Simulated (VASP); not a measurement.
# ZrSi2 (P6_3/mmc) in VASP: single point with PBE

Aim: the single point of ZrSi2 with PBE.

Everything below comes from runs of VASP 6.6.1. Logs are shortened: lines on timing, memory, paths and dates and some standing lists are left out, and cuts for length are marked.

### Step 1. The cell of the first run

The structure is hexagonal, space group P6_3/mmc (No. 194). The conventional cell has a = 4.819 Å, b = 4.819 Å, c = 5.062 Å, α = 90.00°, β = 90.00°, γ = 120.00°. Within 3.3 Å of Zr (site symmetry -6m2) lie 11 Si at 2.53 to 3.06 Å. Si (site symmetry -3m) has 8 Si at 2.53 to 3.06 Å and 6 Zr at 3.06 Å within 3.3 Å. Within 3.3 Å of Si (site symmetry -6m2) lie 5 Zr at 2.53 to 2.78 Å and 6 Si at 3.06 Å.

The cell was generated, and may not be a known phase.

### Step 2. Single point, PBE

File INCAR:

```
  ALGO = Normal
  EDIFF = 1E-6
  ENCUT = 500
  GGA = PE
  GGA_COMPAT = False
  ISIF = 2
  ISMEAR = 0
  LASPH = True
  LCHARG = False
  LREAL = False
  LWAVE = False
  NBANDS = 29
  NELM = 120
  PREC = Accurate
  SIGMA = 0.2
```

File KPOINTS:

```
k-points
0
Gamma
  5 5 2
```

File POSCAR:

```
ZrSi2
1.0
    4.8192107812      0.0000000036      0.0000000000
   -2.4096053937      4.1735589610      0.0000000000
    0.0000000000      0.0000000000      5.0622245610
Zr Si
2 4
Direct
    0.6666666667      0.3333333333      0.2500000000
    0.3333333333      0.6666666667      0.7500000000
    0.0000000000      0.0000000000      0.0000000000
    0.0000000000      0.0000000000      0.5000000000
    0.3333333333      0.6666666667      0.2500000000
    0.6666666667      0.3333333333      0.7500000000
```

Potentials or basis: VASP PAW PBE potentials, release 64 (Zr_sv, Si).

The run is started by

```
> cat potpaw_PBE.64/Zr_sv/POTCAR potpaw_PBE.64/Si/POTCAR > POTCAR
> mpirun -np 1 vasp_std > vasp.out
```

OUTCAR:

```text
EDIFF = 1E-6
   ENCUT = 500
   GGA = PE
   ISIF = 2
   ISMEAR = 0
   LASPH = True
   LREAL = False
   NELM = 120
   PREC = Accurate

 ion  position               nearest neighbor table
   1  0.667  0.333  0.250-   6 2.53   6 2.53   5 2.78   5 2.78   5 2.78   3 3.06   4 3.06   3 3.06
                             4 3.06   3 3.06   4 3.06   2 3.76   2 3.76   2 3.76   2 3.76   2 3.76
   2  0.333  0.667  0.750-   5 2.53   5 2.53   6 2.78   6 2.78   6 2.78   3 3.06   4 3.06   4 3.06
                             3 3.06   4 3.06   3 3.06   1 3.76   1 3.76   1 3.76   1 3.76   1 3.76
   3  0.000  0.000  0.000-   4 2.53   4 2.53   1 3.06   5 3.06   6 3.06   2 3.06   1 3.06   6 3.06
                             2 3.06   5 3.06   1 3.06   6 3.06   2 3.06   5 3.06
   4  0.000  0.000  0.500-   3 2.53   3 2.53   1 3.06   5 3.06   6 3.06   2 3.06   1 3.06   6 3.06
                             2 3.06   5 3.06   1 3.06   6 3.06   2 3.06   5 3.06
   5  0.333  0.667  0.250-   2 2.53   2 2.53   1 2.78   1 2.78   1 2.78   3 3.06   4 3.06   4 3.06
                             3 3.06   4 3.06   3 3.06
   6  0.667  0.333  0.750-   1 2.53   1 2.53   2 2.78   2 2.78   2 2.78   3 3.06   4 3.06   3 3.06
                             4 3.06   3 3.06   4 3.06

  LATTYP: Found a hexagonal cell.
 ALAT       =     4.8192107812
 C/A-ratio  =     1.0504260533

  Lattice vectors:

 A1 = (   4.8192107812,   0.0000000036,   0.0000000000)
 A2 = (  -2.4096053937,   4.1735589610,   0.0000000000)
 A3 = (   0.0000000000,   0.0000000000,   5.0622245610)

Analysis of symmetry for initial positions (statically):
=====================================================================
 Subroutine PRICEL returns:
 Original cell was already a primitive cell.

 Routine SETGRP: Setting up the symmetry group for a
 hexagonal supercell.

 Subroutine GETGRP returns: Found 24 space group operations
 (whereof 12 operations were pure point group operations)
 out of a pool of 24 trial point group operations.

The static configuration has the point symmetry D_3d.
 The point group associated with its full space group is D_6h.

Analysis of symmetry for dynamics (positions and initial velocities):
=====================================================================
 Subroutine PRICEL returns:
 Original cell was already a primitive cell.

 Routine SETGRP: Setting up the symmetry group for a
 hexagonal supercell.

 Subroutine GETGRP returns: Found 24 space group operations
 (whereof 12 operations were pure point group operations)
 out of a pool of 24 trial point group operations.

The dynamic configuration has the point symmetry D_3d.
 The point group associated with its full space group is D_6h.

 Subroutine INISYM returns: Found 24 space group operations
 (whereof 12 operations are pure point group operations),
 and found     1 'primitive' translations

----------------------------------------------------------------------------------------

                                     Primitive cell

  volume of cell :     101.8178

  direct lattice vectors                    reciprocal lattice vectors
     4.819210781  0.000000004  0.000000000     0.207502856  0.119801830  0.000000000
    -2.409605394  4.173558961  0.000000000    -0.000000000  0.239603659  0.000000000
     0.000000000  0.000000000  5.062224561     0.000000000  0.000000000  0.197541612

  length of vectors
     4.819210781  4.819210781  5.062224561     0.239603659  0.239603659  0.197541612

  position of ions in fractional coordinates (direct lattice)
     0.666666667  0.333333333  0.250000000
     0.333333333  0.666666667  0.750000000
     0.000000000  0.000000000  0.000000000
     0.000000000  0.000000000  0.500000000
     0.333333333  0.666666667  0.250000000
     0.666666667  0.333333333  0.750000000

  ion indices of the primitive-cell ions
   primitive index   ion index
                 1           1
                 2           2
                 3           3
                 4           4
                 5           5
                 6           6

----------------------------------------------------------------------------------------

 KPOINTS: k-points

Automatic generation of k-mesh.
 Grid dimensions read from file:
 generate k-points for:    5    5    2

 Generating k-lattice:

  Cartesian coordinates                     Fractional coordinates (reciprocal lattice)
     0.041500571  0.023960366  0.000000000     0.200000000  0.000000000  0.000000000
    -0.000000000  0.047920732  0.000000000     0.000000000  0.200000000  0.000000000
     0.000000000  0.000000000  0.098770806     0.000000000  0.000000000  0.500000000

  Length of vectors
     0.047920732  0.047920732  0.098770806

  Shift w.r.t. Gamma in fractional coordinates (k-lattice)
     0.000000000  0.000000000  0.000000000

 Subroutine IBZKPT returns following result:
 ===========================================

 Found     10 irreducible k-points:

 Following reciprocal coordinates:
            Coordinates               Weight
  0.000000  0.000000  0.000000      1.000000
  0.200000  0.000000  0.000000      6.000000
  0.400000  0.000000  0.000000      6.000000
  0.200000  0.200000  0.000000      6.000000
  0.400000  0.200000  0.000000      6.000000
  0.000000  0.000000  0.500000      1.000000
  0.200000  0.000000  0.500000      6.000000
  0.400000  0.000000  0.500000      6.000000
  0.200000  0.200000  0.500000      6.000000
  0.400000  0.200000  0.500000      6.000000
   k-points           NKPTS =     10   k-points in BZ     NKDIM =     10   number of bands    NBANDS=     29
   number of dos      NEDOS =    301   number of ions     NIONS =      6
   total plane-waves  NPLWV =  51840
   dimension x,y,z NGX =    36 NGY =   36 NGZ =   40
   dimension x,y,z NGXF=    72 NGYF=   72 NGZF=   80
   ions per type =               2   4
   NGX,Y,Z   is equivalent  to a cutoff of  12.42, 12.42, 13.14 a.u.
   NGXF,Y,Z  is equivalent  to a cutoff of  24.84, 24.84, 26.27 a.u.
 SYSTEM =  unknown system
   PREC   = accura    normal or accurate (medium, high low for compatibility)
   ISTART =      0    job   : 0-new  1-cont  2-samecut
   ICHARG =      2    charge: 1-file 2-atom 10-const
   ISPIN  =      1    spin polarized calculation?
   LNONCOLLINEAR =      F non collinear calculations
   LSORBIT =      F    spin-orbit coupling
   LASPH  =      T    aspherical Exc in radial PAW
   ENCUT  =  500.0 eV  36.75 Ry    6.06 a.u.   8.79  8.79  9.23*2*pi/ulx,y,z
   NELM   =    120;   NELMIN=  2; NELMDL= -5     # of ELM steps
   EDIFF  = 0.1E-05   stopping-criterion for ELM
   LREAL  =      F    real-space projection
   EDIFFG = 0.1E-04   stopping-criterion for IOM
   NSW    =      0    number of steps for IOM
   IBRION =     -1    ionic relax: 0-MD 1-quasi-New 2-CG
   NFREE  =      0    steps in history (QN), initial steepest desc. (CG)
   ISIF   =      2    stress and relaxation
   ISYM   =      2    0-nonsym 1-usesym 2-fastsym
   POTIM  = 0.5000    time-step for ionic-motion
   TEBEG  =    0.0;   TEEND  =   0.0 temperature during run
   PSTRESS=    0.0 pullay stress
   NELECT =      40.0000    total number of electrons
   NUPDOWN=      -1.0000    fix difference up-down
   EMIN   =  10.00;   EMAX   =-10.00  energy-range for DOS
   EFERMI =   0.00;   METHOD = LEGACY
   ISMEAR =     0;   SIGMA  =   0.20  broadening in eV -4-tet -1-fermi 0-gaus
   EFERMI_NEDOS =   21; number of points for ismear=-14 and -15
   IALGO  =     38    algorithm
   IMIX   =      4    mixing-type and parameters
     AMIX     =   0.40;   BMIX     =  1.00
     AMIX_MAG =   1.60;   BMIX_MAG =  1.00
  volume/ion in A,a.u.               =      16.97       114.52
  Fermi-wavevector in a.u.,A,eV,Ry     =   1.199003  2.265787 19.559841  1.437608
  Thomas-Fermi vector in A             =   2.334877
   LORBIT       =      0    0 simple, 1 ext, 2 COOP (PROOUT), +10 PAW based schemes
   GGA     = PE    functional components
   LHFCALC =     F    Hartree Fock is set to
   AEXX    =    0.0000 exact exchange contribution
   IVDW    =     0    specifies the selected vdW correction
   LEPSILON=     F    determine dielectric tensor
   LRPA    =     F    only Hartree local field effects (RPA)
 non-spin polarized calculation
 Gauss-broadening in eV      SIGMA  =   0.20
  energy-cutoff  :      500.00
  volume of cell :      101.82
 maximum number of plane-waves:      2622
 NGX is ok and might be reduce to    36
   NGX = 17   NGY = 17   NGZ = 19

 number of electron      39.9999999 magnetization

 Free energy of the ion-electron system (eV)
  ---------------------------------------------------
  ext. energy  EPLUGINS =         0.00000000
  ---------------------------------------------------
  free energy    TOTEN  =       -39.65213385 eV

  energy without entropy =      -39.59835580  energy(sigma->0) =      -39.62524483

 E-fermi :   9.7755     XC(G=0): -11.2479

 val. band max:        9.6395607159   @ k =   0.0000   0.0000   0.5000
 cond. band min:       9.8012823419   @ k =   0.4000   0.0000   0.0000
 fundamental gap:      0.1617216260
 Fermi energy:         9.7754511710

 k-point     1 :       0.0000    0.0000    0.0000
  band No.  band energies     occupation
      1     -38.8142      2.00000
      2     -38.7922      2.00000
      3     -17.1557      2.00000
      4     -16.9871      2.00000
      5     -16.9276      2.00000
      6     -16.9276      2.00000
[... 21 lines left out ...]
     28      12.2873      0.00000
     29      14.7588      0.00000

 k-point     2 :       0.2000    0.0000    0.0000
  band No.  band energies     occupation
      1     -38.8123      2.00000
      2     -38.7939      2.00000
      3     -17.1410      2.00000
      4     -17.0008      2.00000
      5     -16.9352      2.00000
      6     -16.9310      2.00000
[... 21 lines left out ...]
     28      12.5553      0.00000
     29      14.6012      0.00000

 k-point     3 :       0.4000    0.0000    0.0000
  band No.  band energies     occupation
      1     -38.8077      2.00000
      2     -38.7979      2.00000
      3     -17.1073      2.00000
      4     -17.0330      2.00000
      5     -16.9460      2.00000
      6     -16.9376      2.00000
[... 190 lines left out ...]
      5     -16.8935      2.00000
      6     -16.8935      2.00000
[... 21 lines left out ...]
     28      13.8550      0.00000
     29      14.6133      0.00000

 k-point    10 :       0.4000    0.2000    0.5000
  band No.  band energies     occupation
      1     -38.8024      2.00000
      2     -38.8024      2.00000
      3     -17.1199      2.00000
      4     -17.1199      2.00000
      5     -16.8979      2.00000
      6     -16.8979      2.00000
[... 21 lines left out ...]
     28      13.1332      0.00000
     29      14.1237      0.00000

------------------------ aborting loop because EDIFF is reached ----------------------------------------

  FORCE on cell =-STRESS in cart. coord.  units (eV):
  Direction    XX          YY          ZZ          XY          YZ          ZX
  --------------------------------------------------------------------------------------
  -------------------------------------------------------------------------------------
  Total        0.2984210      0.2984210      0.2961224      0.0000000     -0.0000000      0.0000000
  in kB        4.6958698      4.6958698      4.6596993      0.0000000     -0.0000000      0.0000000
  external PRESSURE =       4.6838130 kB  Pullay stress =       0.0000000 kB

 VOLUME and BASIS-vectors are now :
 -----------------------------------------------------------------------------
  energy-cutoff  :      500.00
  volume of cell :      101.82
      direct lattice vectors                 reciprocal lattice vectors
     4.819210781  0.000000004  0.000000000     0.207502856  0.119801830  0.000000000
    -2.409605394  4.173558961  0.000000000    -0.000000000  0.239603659  0.000000000
     0.000000000  0.000000000  5.062224561     0.000000000  0.000000000  0.197541612

 POSITION                                       TOTAL-FORCE (eV/Angst)
 -----------------------------------------------------------------------------------
      2.40961      1.39119      1.26556         0.000000     -0.000000      0.000000
     -0.00000      2.78237      3.79667        -0.000000      0.000000      0.000000
      0.00000      0.00000      0.00000         0.000000     -0.000000      0.000000
      0.00000      0.00000      2.53111         0.000000     -0.000000      0.000000
     -0.00000      2.78237      1.26556         0.000000     -0.000000      0.000000
      2.40961      1.39119      3.79667         0.000000      0.000000      0.000000
 -----------------------------------------------------------------------------------
    total drift:                               -0.000000      0.000000      0.000000

  FREE ENERGIE OF THE ION-ELECTRON SYSTEM (eV)
  ---------------------------------------------------
  free  energy   TOTEN  =       -39.6521338509 eV

  energy  without entropy=      -39.5983558039  energy(sigma->0) =      -39.62524483
```

It took 32 s on 1 thread of Intel Xeon 8259CL, shared host; peak memory 0.22 GiB.

Results:

* Free energy: -39.6521 eV
* Pressure: 0.5 GPa
* Band gap on the k mesh: zero (bands 20 and 21 overlap by 0.69 eV)

Levels at points of the mesh, in eV from the Fermi level:
```tsv
k point	band 17	band 18	band 19	band 20	band 21	band 22	band 23	band 24
(0.00, 0.00, 0.00)	-2.97	-0.99	-0.99	-0.47	-0.47	1.28	1.73	1.77
(0.00, 0.00, 0.50)	-3.13	-3.13	-0.14	-0.14	-0.14	-0.14	2.52	2.52
```

Caveat: the k points lie up to 0.62 Å⁻¹ apart, too coarse for converged energies and pressures of a metal.

The gap in the log of VASP goes by the Fermi energy; the results here count the filled bands.